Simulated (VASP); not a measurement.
# GaSb (Immm) in VASP: notebook

GaSb is run at these levels: LDA, PBEsol; tasks: single point.

Program: VASP 6.6.1. These are calculated values, not measurements. Logs are shortened: lines on timing, memory, paths and dates and some standing lists are left out, and cuts for length are marked.

## Step 1: The cell of the first run

Symmetry: Immm, No. 71, orthorhombic system. Conventional cell: a = 3.132 Å, b = 5.385 Å, c = 5.825 Å, α = 90.00°, β = 90.00°, γ = 90.00°. Sb (site symmetry mmm) has 6 Ga at 2.91 to 3.12 Å and 2 Sb at 3.13 Å within 3.8 Å. Within 3.8 Å of Ga (site symmetry mmm) lie 6 Sb at 2.91 to 3.12 Å and 2 Ga at 3.13 Å.

## Step 2: Single point, LDA (volume scaled by 1.02)

INCAR

```
PREC = Accurate
ENCUT = 520
EDIFF = 1E-6
ISMEAR = -1
SIGMA = 0.05
LREAL = F
LASPH = T
NELM = 60
ALGO = Normal
ISIF = 2
LWAVE = F
LCHARG = F
NBANDS = 16
```

KPOINTS

```
regular mesh
0
Gamma
  10 10 10
```

POSCAR

```
GaSb
1.0
   -1.5662052804      2.6927187679      2.9124745717
    1.5662052804     -2.6927187679      2.9124745717
    1.5662052804      2.6927187679     -2.9124745717
Sb Ga
1 1
Direct
    0.5000000000      0.5000000000      0.0000000000
    0.0000000000      0.0000000000      0.0000000000
```

Potentials or basis: VASP PAW LDA potentials, release 64 (Sb, Ga_d).

The run is started by

```
> cat potpaw_LDA.64/Sb/POTCAR potpaw_LDA.64/Ga_d/POTCAR > POTCAR
> mpirun -np 1 vasp_std > vasp.out
```

OUTCAR:

```text
PREC = Accurate
   ENCUT = 520
   EDIFF = 1E-6
   ISMEAR = -1
   LREAL = F
   LASPH = T
   NELM = 60
   ISIF = 2

 ion  position               nearest neighbor table
   1  0.500  0.500  0.000-   2 2.91   2 2.91   2 3.12   2 3.12   2 3.12   2 3.12
   2  0.000  0.000  0.000-   1 2.91   1 2.91   1 3.12   1 3.12   1 3.12   1 3.12

  LATTYP: Found a body centered orthorhombic cell.
 ALAT       =     3.1324105608
 B/A-ratio  =     1.7192629865
 C/A-ratio  =     1.8595739704

  Lattice vectors:

 A1 = (  -1.5662052804,   2.6927187679,   2.9124745717)
 A2 = (   1.5662052804,  -2.6927187679,   2.9124745717)
 A3 = (   1.5662052804,   2.6927187679,  -2.9124745717)

Analysis of symmetry for initial positions (statically):
=====================================================================
 Subroutine PRICEL returns:
 Original cell was already a primitive cell.

 Routine SETGRP: Setting up the symmetry group for a
 body centered orthorhombic supercell.

 Subroutine GETGRP returns: Found  8 space group operations
 (whereof  8 operations were pure point group operations)
 out of a pool of  8 trial point group operations.

The static configuration has the point symmetry D_2h.

Analysis of symmetry for dynamics (positions and initial velocities):
=====================================================================
 Subroutine PRICEL returns:
 Original cell was already a primitive cell.

 Routine SETGRP: Setting up the symmetry group for a
 body centered orthorhombic supercell.

 Subroutine GETGRP returns: Found  8 space group operations
 (whereof  8 operations were pure point group operations)
 out of a pool of  8 trial point group operations.

The dynamic configuration has the point symmetry D_2h.

 Subroutine INISYM returns: Found  8 space group operations
 (whereof  8 operations are pure point group operations),
 and found     1 'primitive' translations

----------------------------------------------------------------------------------------

                                     Primitive cell

  volume of cell :      49.1317

  direct lattice vectors                    reciprocal lattice vectors
    -1.566205280  2.692718768  2.912474572     0.000000000  0.185685934  0.171675319
     1.566205280 -2.692718768  2.912474572     0.319242954  0.000000000  0.171675319
     1.566205280  2.692718768 -2.912474572     0.319242954  0.185685934  0.000000000

  length of vectors
     4.264532973  4.264532973  4.264532973     0.252886696  0.362475487  0.369317383

  position of ions in fractional coordinates (direct lattice)
     0.500000000  0.500000000  0.000000000
     0.000000000  0.000000000  0.000000000

  ion indices of the primitive-cell ions
   primitive index   ion index
                 1           1
                 2           2

----------------------------------------------------------------------------------------

 KPOINTS: regular mesh

Automatic generation of k-mesh.
 Grid dimensions read from file:
 generate k-points for:   10   10   10

 Generating k-lattice:

  Cartesian coordinates                     Fractional coordinates (reciprocal lattice)
     0.000000000  0.018568593  0.017167532     0.100000000 -0.000000000  0.000000000
     0.031924295  0.000000000  0.017167532    -0.000000000  0.100000000  0.000000000
     0.031924295  0.018568593  0.000000000    -0.000000000  0.000000000  0.100000000

  Length of vectors
     0.025288670  0.036247549  0.036931738

  Shift w.r.t. Gamma in fractional coordinates (k-lattice)
     0.000000000  0.000000000  0.000000000

 Subroutine IBZKPT returns following result:
 ===========================================

 Found    171 irreducible k-points:

 Following reciprocal coordinates:
            Coordinates               Weight
  0.000000  0.000000  0.000000      1.000000
  0.100000  0.000000 -0.000000      4.000000
  0.200000  0.000000 -0.000000      4.000000
  0.300000  0.000000 -0.000000      4.000000
  0.400000  0.000000 -0.000000      4.000000
  0.500000  0.000000 -0.000000      2.000000
[... 16 lines left out ...]
 -0.400000  0.200000  0.000000      8.000000
 -0.300000  0.200000 -0.000000      8.000000
 [... further k-points ...]
   k-points           NKPTS =    171   k-points in BZ     NKDIM =    171   number of bands    NBANDS=     16
   number of dos      NEDOS =    301   number of ions     NIONS =      2
   total plane-waves  NPLWV =  32768
   dimension x,y,z NGX =    32 NGY =   32 NGZ =   32
   dimension x,y,z NGXF=    64 NGYF=   64 NGZF=   64
   ions per type =               1   1
   NGX,Y,Z   is equivalent  to a cutoff of  12.47, 12.47, 12.47 a.u.
   NGXF,Y,Z  is equivalent  to a cutoff of  24.95, 24.95, 24.95 a.u.
 SYSTEM =  unknown system
   PREC   = accura    normal or accurate (medium, high low for compatibility)
   ISTART =      0    job   : 0-new  1-cont  2-samecut
   ICHARG =      2    charge: 1-file 2-atom 10-const
   ISPIN  =      1    spin polarized calculation?
   LNONCOLLINEAR =      F non collinear calculations
   LSORBIT =      F    spin-orbit coupling
   LASPH  =      T    aspherical Exc in radial PAW
   ENCUT  =  520.0 eV  38.22 Ry    6.18 a.u.   7.93  7.93  7.93*2*pi/ulx,y,z
   NELM   =     60;   NELMIN=  2; NELMDL= -5     # of ELM steps
   EDIFF  = 0.1E-05   stopping-criterion for ELM
   LREAL  =      F    real-space projection
   EDIFFG = 0.1E-04   stopping-criterion for IOM
   NSW    =      0    number of steps for IOM
   IBRION =     -1    ionic relax: 0-MD 1-quasi-New 2-CG
   NFREE  =      0    steps in history (QN), initial steepest desc. (CG)
   ISIF   =      2    stress and relaxation
   ISYM   =      2    0-nonsym 1-usesym 2-fastsym
   POTIM  = 0.5000    time-step for ionic-motion
   TEBEG  =    0.0;   TEEND  =   0.0 temperature during run
   PSTRESS=    0.0 pullay stress
   NELECT =      18.0000    total number of electrons
   NUPDOWN=      -1.0000    fix difference up-down
   EMIN   =  10.00;   EMAX   =-10.00  energy-range for DOS
   EFERMI =   0.00;   METHOD = LEGACY
   ISMEAR =    -1;   SIGMA  =   0.05  broadening in eV -4-tet -1-fermi 0-gaus
   EFERMI_NEDOS =   21; number of points for ismear=-14 and -15
   IALGO  =     38    algorithm
   IMIX   =      4    mixing-type and parameters
     AMIX     =   0.40;   BMIX     =  1.00
     AMIX_MAG =   1.60;   BMIX_MAG =  1.00
  volume/ion in A,a.u.               =      24.57       165.78
  Fermi-wavevector in a.u.,A,eV,Ry     =   1.171418  2.213658 18.670174  1.372219
  Thomas-Fermi vector in A             =   2.307862
   LORBIT       =      0    0 simple, 1 ext, 2 COOP (PROOUT), +10 PAW based schemes
   GGA     = CA    functional components
   LHFCALC =     F    Hartree Fock is set to
   AEXX    =    0.0000 exact exchange contribution
   IVDW    =     0    specifies the selected vdW correction
   LEPSILON=     F    determine dielectric tensor
   LRPA    =     F    only Hartree local field effects (RPA)
 non-spin polarized calculation
  energy-cutoff  :      520.00
  volume of cell :       49.13
 maximum number of plane-waves:      1337
   NGX = 15   NGY = 15   NGZ = 15

 number of electron      17.9999992 magnetization

 Free energy of the ion-electron system (eV)
  ---------------------------------------------------
  ext. energy  EPLUGINS =         0.00000000
  ---------------------------------------------------
  free energy    TOTEN  =        -8.28216009 eV

  energy without entropy =       -8.27628842  energy(sigma->0) =       -8.27922425

 E-fermi :   6.1396     XC(G=0): -10.3805

 val. band max:        6.1221075505   @ k =  -0.2000  -0.4000   0.2000
 cond. band min:       6.1651977767   @ k =  -0.3000  -0.2000   0.1000
 fundamental gap:      0.0430902262
 Fermi energy:         6.1396197955

 k-point     1 :       0.0000    0.0000    0.0000
  band No.  band energies     occupation
      1      -8.8178      2.00000
      2      -8.7282      2.00000
      3      -8.7248      2.00000
      4      -8.7121      2.00000
      5      -8.6804      2.00000
      6      -5.6631      2.00000
[... 8 lines left out ...]
     15      15.1419      0.00000
     16      16.2236      0.00000

 k-point     2 :       0.1000    0.0000   -0.0000
  band No.  band energies     occupation
      1      -8.8173      2.00000
      2      -8.7298      2.00000
      3      -8.7237      2.00000
      4      -8.7121      2.00000
      5      -8.6802      2.00000
      6      -5.5808      2.00000
[... 8 lines left out ...]
     15      15.6693      0.00000
     16      16.2648      0.00000

 k-point     3 :       0.2000    0.0000   -0.0000
  band No.  band energies     occupation
      1      -8.8162      2.00000
      2      -8.7342      2.00000
      3      -8.7209      2.00000
      4      -8.7120      2.00000
      5      -8.6797      2.00000
      6      -5.3399      2.00000
[... 8 lines left out ...]
     15      15.4534      0.00000
     16      16.7969      0.00000

 k-point     4 :       0.3000    0.0000   -0.0000
  band No.  band energies     occupation
      1      -8.8149      2.00000
      2      -8.7396      2.00000
      3      -8.7176      2.00000
      4      -8.7119      2.00000
      5      -8.6790      2.00000
      6      -4.9661      2.00000
[... 8 lines left out ...]
     15      15.1612      0.00000
     16      16.2966      0.00000

 k-point     5 :       0.4000    0.0000   -0.0000
  band No.  band energies     occupation
      1      -8.8141      2.00000
      2      -8.7440      2.00000
      3      -8.7149      2.00000
      4      -8.7119      2.00000
      5      -8.6784      2.00000
      6      -4.5436      2.00000
[... 8 lines left out ...]
     15      15.4674      0.00000
     16      16.0167      0.00000

 k-point     6 :       0.5000    0.0000   -0.0000
  band No.  band energies     occupation
      1      -8.8138      2.00000
      2      -8.7456      2.00000
      3      -8.7138      2.00000
      4      -8.7119      2.00000
      5      -8.6782      2.00000
      6      -4.3209      2.00000
[... 8 lines left out ...]
     15      15.8619      0.00000
     16      17.6698      0.00000

 k-point     7 :       0.0000    0.1000   -0.0000
  band No.  band energies     occupation
      1      -8.8038      2.00000
      2      -8.7288      2.00000
      3      -8.7231      2.00000
      4      -8.7185      2.00000
      5      -8.6860      2.00000
      6      -5.4730      2.00000
[... 8 lines left out ...]
     15      15.3981      0.00000
     16      16.1595      0.00000

 k-point     8 :       0.1000    0.1000   -0.0000
  band No.  band energies     occupation
      1      -8.8029      2.00000
      2      -8.7321      2.00000
      3      -8.7220      2.00000
      4      -8.7175      2.00000
      5      -8.6857      2.00000
      6      -5.3168      2.00000
[... 8 lines left out ...]
     15      15.9017      0.00000
     16      16.4756      0.00000

 k-point     9 :       0.2000    0.1000   -0.0000
  band No.  band energies     occupation
      1      -8.8016      2.00000
      2      -8.7372      2.00000
      3      -8.7206      2.00000
      4      -8.7159      2.00000
      5      -8.6853      2.00000
      6      -5.0103      2.00000
[... 8 lines left out ...]
     15      16.2790      0.00000
     16      16.8170      0.00000
[... 172 lines left out ...]
 k-point    19 :       0.2000    0.2000   -0.0000
  band No.  band energies     occupation
      1      -8.7654      2.00000
      2      -8.7390      2.00000
      3      -8.7378      2.00000
      4      -8.7116      2.00000
      5      -8.7002      2.00000
      6      -4.3205      2.00000
[... 8 lines left out ...]
     15      15.6299      0.00000
     16      15.9259      0.00000

 k-point    20 :       0.3000    0.2000    0.0000
  band No.  band energies     occupation
      1      -8.7640      2.00000
      2      -8.7434      2.00000
      3      -8.7378      2.00000
      4      -8.7096      2.00000
      5      -8.7000      2.00000
      6      -3.9039      2.00000
[... 8 lines left out ...]
     15      16.1851      0.00000
     16      17.3188      0.00000

 k-point    21 :       0.4000    0.2000   -0.0000
  band No.  band energies     occupation
      1      -8.7633      2.00000
      2      -8.7466      2.00000
      3      -8.7365      2.00000
      4      -8.7095      2.00000
      5      -8.6995      2.00000
      6      -3.6566      2.00000
[... 8 lines left out ...]
     15      17.2835      0.00000
     16      17.6006      0.00000

 k-point    22 :       0.5000    0.2000   -0.0000
  band No.  band energies     occupation
      1      -8.7640      2.00000
      2      -8.7472      2.00000
      3      -8.7342      2.00000
      4      -8.7112      2.00000
      5      -8.6986      2.00000
      6      -3.8375      2.00000
[... 8 lines left out ...]
     15      16.9817      0.00000
     16      17.6580      0.00000

 k-point    23 :      -0.4000    0.2000    0.0000
  band No.  band energies     occupation
      1      -8.7656      2.00000
      2      -8.7454      2.00000
      3      -8.7314      2.00000
      4      -8.7138      2.00000
      5      -8.6983      2.00000
      6      -4.2458      2.00000
[... 8 lines left out ...]
     15      15.2669      0.00000
     16      16.3900      0.00000

 k-point    24 :      -0.3000    0.2000   -0.0000
  band No.  band energies     occupation
      1      -8.7670      2.00000
      2      -8.7425      2.00000
      3      -8.7289      2.00000
      4      -8.7165      2.00000
      5      -8.6988      2.00000
      6      -4.6239      2.00000
[... 8 lines left out ...]
     15      14.0268      0.00000
     16      15.3109      0.00000

 [... further k-points ...]
[... 5 lines left out ...]
  --------------------------------------------------------------------------------------
  -------------------------------------------------------------------------------------
  Total       -1.3317454     -1.6891882     -1.8736215      0.0000000      0.0000000      0.0000000
  in kB      -43.4280135    -55.0841687    -61.0985115      0.0000000      0.0000000      0.0000000
  external PRESSURE =     -53.2035646 kB  Pullay stress =       0.0000000 kB

 VOLUME and BASIS-vectors are now :
 -----------------------------------------------------------------------------
  energy-cutoff  :      520.00
  volume of cell :       49.13
      direct lattice vectors                 reciprocal lattice vectors
    -1.566205280  2.692718768  2.912474572     0.000000000  0.185685934  0.171675319
     1.566205280 -2.692718768  2.912474572     0.319242954  0.000000000  0.171675319
     1.566205280  2.692718768 -2.912474572     0.319242954  0.185685934  0.000000000

 POSITION                                       TOTAL-FORCE (eV/Angst)
 -----------------------------------------------------------------------------------
      0.00000      0.00000      2.91247         0.000000      0.000000      0.000000
      0.00000      0.00000      0.00000        -0.000000     -0.000000     -0.000000
 -----------------------------------------------------------------------------------
    total drift:                                0.000000      0.000000     -0.000000

  FREE ENERGIE OF THE ION-ELECTRON SYSTEM (eV)
  ---------------------------------------------------
  free  energy   TOTEN  =        -8.2821600898 eV

  energy  without entropy=       -8.2762884177  energy(sigma->0) =       -8.27922425
```

It took 51 s on 1 thread of AMD EPYC 9R14 (Zen 4), shared host; peak memory 0.23 GiB.

Results:

| Property | Result |
| --- | --- |
| Free energy | -8.2822 eV |
| Pressure | -5.3 GPa |
| Band gap on the k mesh | zero (band 9 reaches 7.98 eV, above the bottom of band 10 at 3.72 eV) |

Caveat: spin-orbit coupling is left out, which moves the levels of the heavy elements.

## Step 3: Single point, PBEsol (volume scaled by 1.02)

INCAR

```
PREC = Accurate
ENCUT = 520
EDIFF = 1E-6
ISMEAR = -1
SIGMA = 0.05
LREAL = False
LASPH = True
NELM = 60
ALGO = Normal
ISIF = 2
LWAVE = False
LCHARG = False
GGA = PS
NBANDS = 16
```

KPOINTS is that of step 2.

POSCAR is that of step 2.

Potentials or basis: VASP PAW PBE potentials, release 64 (Sb, Ga_d).

The run is started by

```
> cat potpaw_PBE.64/Sb/POTCAR potpaw_PBE.64/Ga_d/POTCAR > POTCAR
> mpirun -np 1 vasp_std > vasp.out
```

It took 53 s on 1 thread of AMD EPYC 9R14 (Zen 4), shared host; peak memory 0.25 GiB.

Results (log left out):

```
Free energy            : -7.8312 eV
Pressure               : -4.1 GPa
Band gap on the k mesh : zero (band 9 reaches 8.07 eV, above the bottom of band 10 at 3.73 eV)
```

Stress tensor (GPa, compression positive):
```
-3.13  0.00  0.00
 0.00 -4.29  0.00
 0.00  0.00 -4.75
```

Levels at points of the mesh, in eV from the Fermi level:
| k point | band 7 | band 8 | band 9 | band 10 | band 11 | band 12 |
| --- | --- | --- | --- | --- | --- | --- |
| (0.00, 0.00, 0.00) | -3.27 | -2.09 | -1.66 | 3.37 | 5.23 | 6.05 |
| (0.50, 0.00, 0.00) | -7.91 | -0.20 | 1.48 | 1.97 | 2.52 | 4.70 |
| (0.00, 0.50, 0.00) | -5.92 | -1.99 | -0.45 | -0.25 | 1.12 | 2.77 |
| (0.50, 0.50, 0.00) | -4.92 | -3.04 | -2.00 | -1.66 | 3.31 | 3.80 |
| (0.50, 0.50, 0.50) | -5.87 | -4.98 | -4.69 | 3.23 | 7.05 | 9.40 |

Caveat: the PAW data sets were made with another functional, which shifts forces and pressure a little; spin-orbit coupling is left out, which moves the levels of the heavy elements.
